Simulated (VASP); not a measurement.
# Al (Cmce) in VASP: single point with PBEsol

Aim: the single point of Al with PBEsol.

Program: VASP 6.6.1. These are calculated values, not measurements. Logs are shortened: lines on timing, memory, paths and dates and some standing lists are left out, and cuts for length are marked.

### 1 The cell of the first run

It takes space group Cmce (No. 64, orthorhombic). The conventional cell has a = 4.208 Å, b = 7.675 Å, c = 4.317 Å, α = 90.00°, β = 90.00°, γ = 90.00°. Within 3.2 Å of Al (site symmetry m) lie 9 Al at 2.36 to 3.16 Å.

### 2 Single point, PBEsol (Ga replaced by Al, lengths x 0.995, strained)

The input, INCAR:

```
SYSTEM = Al
ALGO     = Normal         ! electronic algorithm
EDIFF    = 1E-7           ! SCF threshold, eV
ENCUT    = 520            ! plane-wave cutoff, eV
GGA      = PS             ! functional
ISIF     = 2              ! what is computed and relaxed
ISMEAR   = 0              ! smearing method
LASPH    = .TRUE.         ! aspherical terms in the spheres
LCHARG   = .FALSE.        ! write CHGCAR
LREAL    = .FALSE.        ! projectors in reciprocal space
LWAVE    = .FALSE.        ! write WAVECAR
NBANDS   = 14             ! bands
NELM     = 60             ! most SCF steps
PREC     = Accurate       ! precision mode
SIGMA    = 0.1            ! smearing width, eV
```

The input, KPOINTS:

```
k-points
0
G
  6 6 4
  0 0 0
```

The input, POSCAR:

```
Al
1.0
    2.1039470974     -3.8377196152      0.0000000000
    2.1039470974      3.8377196152      0.0000000000
    0.0000000000      0.0000000000      4.3168196612
Al
4
Direct
    0.1531187390      0.8468812610      0.0231597632
    0.6531187390      0.3468812610      0.4768402368
    0.8468812610      0.1531187390      0.9768402368
    0.3468812610      0.6531187390      0.5231597632
```

Potentials or basis: VASP PAW PBE potentials, release 64 (Al).

On the command line:

```console
$ cat potpaw_PBE.64/Al/POTCAR > POTCAR
$ mpirun -np 1 vasp_std > vasp.out
```

OUTCAR:

```text
SYSTEM = Al
   EDIFF = 1E-7
   ENCUT = 520
   GGA = PS
   ISIF = 2
   ISMEAR = 0
   LASPH = .TRUE.
   LREAL = .FALSE.
   NELM = 60
   PREC = Accurate

 ion  position               nearest neighbor table
   1  0.153  0.847  0.023-   3 2.36   3 2.58   3 2.58   4 2.62   4 2.62   2 2.87   2 2.87   2 3.16
                             2 3.16
   2  0.653  0.347  0.477-   4 2.36   4 2.58   4 2.58   3 2.62   3 2.62   1 2.87   1 2.87   1 3.16
                             1 3.16
   3  0.847  0.153  0.977-   1 2.36   1 2.58   1 2.58   2 2.62   2 2.62   4 2.87   4 2.87   4 3.16
                             4 3.16
   4  0.347  0.653  0.523-   2 2.36   2 2.58   2 2.58   1 2.62   1 2.62   3 2.87   3 2.87   3 3.16
                             3 3.16

  LATTYP: Found a base centered orthorhombic cell.
 ALAT       =     4.2078941948
 B/A-ratio  =     1.8240570877
 C/A-ratio  =     1.0258859803

  Lattice vectors:

 A1 = (   2.1039470974,  -3.8377196152,   0.0000000000)
 A2 = (   2.1039470974,   3.8377196152,   0.0000000000)
 A3 = (   0.0000000000,   0.0000000000,   4.3168196612)

Analysis of symmetry for initial positions (statically):
=====================================================================
 Subroutine PRICEL returns:
 Original cell was already a primitive cell.

 Routine SETGRP: Setting up the symmetry group for a
 base centered orthorhombic supercell.

 Subroutine GETGRP returns: Found  8 space group operations
 (whereof  4 operations were pure point group operations)
 out of a pool of  8 trial point group operations.

The static configuration has the point symmetry C_2h.
 The point group associated with its full space group is D_2h.

Analysis of symmetry for dynamics (positions and initial velocities):
=====================================================================
 Subroutine PRICEL returns:
 Original cell was already a primitive cell.

 Routine SETGRP: Setting up the symmetry group for a
 base centered orthorhombic supercell.

 Subroutine GETGRP returns: Found  8 space group operations
 (whereof  4 operations were pure point group operations)
 out of a pool of  8 trial point group operations.

The dynamic configuration has the point symmetry C_2h.
 The point group associated with its full space group is D_2h.

 Subroutine INISYM returns: Found  8 space group operations
 (whereof  4 operations are pure point group operations),
 and found     1 'primitive' translations

----------------------------------------------------------------------------------------

                                     Primitive cell

  volume of cell :      69.7111

  direct lattice vectors                    reciprocal lattice vectors
     2.103947097 -3.837719615  0.000000000     0.237648561 -0.130285704  0.000000000
     2.103947097  3.837719615  0.000000000     0.237648561  0.130285704  0.000000000
     0.000000000  0.000000000  4.316819661     0.000000000  0.000000000  0.231652021

  length of vectors
     4.376606589  4.376606589  4.316819661     0.271018824  0.271018824  0.231652021

  position of ions in fractional coordinates (direct lattice)
     0.153118739  0.846881261  0.023159763
     0.653118739  0.346881261  0.476840237
     0.846881261  0.153118739  0.976840237
     0.346881261  0.653118739  0.523159763

  ion indices of the primitive-cell ions
   primitive index   ion index
                 1           1
                 2           2
                 3           3
                 4           4

----------------------------------------------------------------------------------------

 KPOINTS: k-points

Automatic generation of k-mesh.
 Grid dimensions read from file:
 generate k-points for:    6    6    4

 Generating k-lattice:

  Cartesian coordinates                     Fractional coordinates (reciprocal lattice)
     0.039608093 -0.021714284  0.000000000     0.166666667 -0.000000000  0.000000000
     0.039608093  0.021714284  0.000000000    -0.000000000  0.166666667  0.000000000
     0.000000000  0.000000000  0.057913005     0.000000000  0.000000000  0.250000000

  Length of vectors
     0.045169804  0.045169804  0.057913005

  Shift w.r.t. Gamma in fractional coordinates (k-lattice)
     0.000000000  0.000000000  0.000000000

 Subroutine IBZKPT returns following result:
 ===========================================

 Found     39 irreducible k-points:

 Following reciprocal coordinates:
            Coordinates               Weight
  0.000000  0.000000  0.000000      1.000000
  0.166667  0.000000  0.000000      4.000000
  0.333333  0.000000  0.000000      4.000000
  0.500000 -0.000000  0.000000      2.000000
  0.166667  0.166667  0.000000      2.000000
  0.333333  0.166667  0.000000      4.000000
[... 16 lines left out ...]
  0.333333  0.333333  0.250000      4.000000
  0.500000  0.333333  0.250000      8.000000
 [... further k-points ...]
   k-points           NKPTS =     39   k-points in BZ     NKDIM =     39   number of bands    NBANDS=     14
   number of dos      NEDOS =    301   number of ions     NIONS =      4
   total plane-waves  NPLWV =  41472
   dimension x,y,z NGX =    36 NGY =   36 NGZ =   32
   dimension x,y,z NGXF=    72 NGYF=   72 NGZF=   64
   ions per type =               4
   NGX,Y,Z   is equivalent  to a cutoff of  13.67, 13.67, 12.32 a.u.
   NGXF,Y,Z  is equivalent  to a cutoff of  27.35, 27.35, 24.65 a.u.
 SYSTEM =  Al
   PREC   = accura    normal or accurate (medium, high low for compatibility)
   ISTART =      0    job   : 0-new  1-cont  2-samecut
   ICHARG =      2    charge: 1-file 2-atom 10-const
   ISPIN  =      1    spin polarized calculation?
   LNONCOLLINEAR =      F non collinear calculations
   LSORBIT =      F    spin-orbit coupling
   LASPH  =      T    aspherical Exc in radial PAW
   ENCUT  =  520.0 eV  38.22 Ry    6.18 a.u.   8.14  8.14  8.03*2*pi/ulx,y,z
   NELM   =     60;   NELMIN=  2; NELMDL= -5     # of ELM steps
   EDIFF  = 0.1E-06   stopping-criterion for ELM
   LREAL  =      F    real-space projection
   EDIFFG = 0.1E-05   stopping-criterion for IOM
   NSW    =      0    number of steps for IOM
   IBRION =     -1    ionic relax: 0-MD 1-quasi-New 2-CG
   NFREE  =      0    steps in history (QN), initial steepest desc. (CG)
   ISIF   =      2    stress and relaxation
   ISYM   =      2    0-nonsym 1-usesym 2-fastsym
   POTIM  = 0.5000    time-step for ionic-motion
   TEBEG  =    0.0;   TEEND  =   0.0 temperature during run
   PSTRESS=    0.0 pullay stress
   NELECT =      12.0000    total number of electrons
   NUPDOWN=      -1.0000    fix difference up-down
   EMIN   =  10.00;   EMAX   =-10.00  energy-range for DOS
   EFERMI =   0.00;   METHOD = LEGACY
   ISMEAR =     0;   SIGMA  =   0.10  broadening in eV -4-tet -1-fermi 0-gaus
   EFERMI_NEDOS =   21; number of points for ismear=-14 and -15
   IALGO  =     38    algorithm
   IMIX   =      4    mixing-type and parameters
     AMIX     =   0.40;   BMIX     =  1.00
     AMIX_MAG =   1.60;   BMIX_MAG =  1.00
  volume/ion in A,a.u.               =      17.43       117.61
  Fermi-wavevector in a.u.,A,eV,Ry     =   0.910684  1.720944 11.283940  0.829346
  Thomas-Fermi vector in A             =   2.034876
   LORBIT       =      0    0 simple, 1 ext, 2 COOP (PROOUT), +10 PAW based schemes
   GGA     = PS    functional components
   LHFCALC =     F    Hartree Fock is set to
   AEXX    =    0.0000 exact exchange contribution
   IVDW    =     0    specifies the selected vdW correction
   LEPSILON=     F    determine dielectric tensor
   LRPA    =     F    only Hartree local field effects (RPA)
 non-spin polarized calculation
 Gauss-broadening in eV      SIGMA  =   0.10
  energy-cutoff  :      520.00
  volume of cell :       69.71
 maximum number of plane-waves:      1904
 NGX is ok and might be reduce to    36
   NGX = 17   NGY = 17   NGZ = 17

 number of electron      12.0000000 magnetization

 Free energy of the ion-electron system (eV)
  ---------------------------------------------------
  ext. energy  EPLUGINS =         0.00000000
  ---------------------------------------------------
  free energy    TOTEN  =       -15.02951918 eV

  energy without entropy =      -15.02249210  energy(sigma->0) =      -15.02600564

 E-fermi :   7.1752     XC(G=0):  -9.9325

 val. band max:        7.1152507183   @ k =  -0.3333   0.1667   0.0000
 cond. band min:       7.1883782223   @ k =   0.5000  -0.0000   0.0000
 fundamental gap:      0.0731275040
 Fermi energy:         7.1752449457

 k-point     1 :       0.0000    0.0000    0.0000
  band No.  band energies     occupation
      1      -3.6383      2.00000
      2       3.6423      2.00000
      3       4.2437      2.00000
      4       5.2339      2.00000
      5       5.3758      2.00000
      6       6.8548      1.99999
      7       7.0060      1.98333
      8       7.6508      0.00000
      9       7.7745      0.00000
     10      12.2181      0.00000
     11      12.5340      0.00000
     12      12.7946      0.00000
     13      13.2342      0.00000
     14      13.5145      0.00000

 k-point     2 :       0.1667    0.0000    0.0000
  band No.  band energies     occupation
      1      -3.3449      2.00000
      2       3.2661      2.00000
      3       3.8991      2.00000
      4       4.4178      2.00000
      5       4.7481      2.00000
      6       6.0314      2.00000
      7       8.0799      0.00000
      8       8.7231      0.00000
      9      10.1089      0.00000
     10      10.2455      0.00000
     11      11.2054      0.00000
     12      12.1427      0.00000
     13      13.1227      0.00000
     14      13.8325      0.00000
[... 343 lines left out ...]
      1      -0.6033      2.00000
      2       0.4406      2.00000
      3       1.2032      2.00000
      4       3.1822      2.00000
      5       4.3322      2.00000
      6       4.9114      2.00000
      7       9.3713      0.00000
      8      10.4072      0.00000
      9      11.1128      0.00000
     10      11.3154      0.00000
     11      11.5060      0.00000
     12      12.9932      0.00000
     13      13.2940      0.00000
     14      14.6924      0.00000

 k-point    24 :       0.5000    0.3333    0.2500
  band No.  band energies     occupation
      1      -1.5174      2.00000
      2       0.9406      2.00000
      3       2.2009      2.00000
      4       2.5495      2.00000
      5       4.6700      2.00000
      6       6.2580      2.00000
      7       7.8935      0.00000
      8       9.7556      0.00000
      9      10.3275      0.00000
     10      11.3028      0.00000
     11      12.4870      0.00000
     12      13.3169      0.00000
     13      14.1773      0.00000
     14      14.7375      0.00000

 [... further k-points ...]
[... 5 lines left out ...]
  --------------------------------------------------------------------------------------
  -------------------------------------------------------------------------------------
  Total        2.5697600     10.7024717      2.5040107      0.0000000     -0.0000000      0.0000000
  in kB       59.0610543    245.9759873     57.5499300      0.0000000     -0.0000000      0.0000000
  external PRESSURE =     120.8623239 kB  Pullay stress =       0.0000000 kB

 VOLUME and BASIS-vectors are now :
 -----------------------------------------------------------------------------
  energy-cutoff  :      520.00
  volume of cell :       69.71
      direct lattice vectors                 reciprocal lattice vectors
     2.103947097 -3.837719615  0.000000000     0.237648561 -0.130285704  0.000000000
     2.103947097  3.837719615  0.000000000     0.237648561  0.130285704  0.000000000
     0.000000000  0.000000000  4.316819661     0.000000000  0.000000000  0.231652021

 POSITION                                       TOTAL-FORCE (eV/Angst)
 -----------------------------------------------------------------------------------
      2.10395      2.66247      0.09998         0.000000     -0.509622      0.176589
      2.10395     -1.17525      2.05843         0.000000     -0.509622     -0.176589
      2.10395     -2.66247      4.21684         0.000000      0.509622     -0.176589
      2.10395      1.17525      2.25839         0.000000      0.509622      0.176589
 -----------------------------------------------------------------------------------
    total drift:                                0.000000     -0.000000      0.000000

  FREE ENERGIE OF THE ION-ELECTRON SYSTEM (eV)
  ---------------------------------------------------
  free  energy   TOTEN  =       -15.0295191765 eV

  energy  without entropy=      -15.0224921008  energy(sigma->0) =      -15.02600564
```

Run time: 16 s. Hardware: 1 thread of Intel Xeon 6975P-C (Granite Rapids), shared host; peak memory 0.19 GiB.

Results:

* Free energy: -15.0295 eV
* Pressure: 12.1 GPa
* Largest force: 0.539 eV/Å
* Band gap on the k mesh: zero (bands 6 and 7 overlap by 0.32 eV)

Forces on the atoms (eV/Å):
```
Al   0.000 -0.510  0.177
Al   0.000 -0.510 -0.177
Al   0.000  0.510 -0.177
Al   0.000  0.510  0.177
```

Caveat: the k points lie up to 0.36 Å⁻¹ apart; the cell differs from its parent crystal (Ga replaced by Al, lengths x 0.995, strained); the PAW data sets were made with another functional, which shifts forces and pressure a little.

The gap in the log of VASP goes by the Fermi energy; the results here count the filled bands.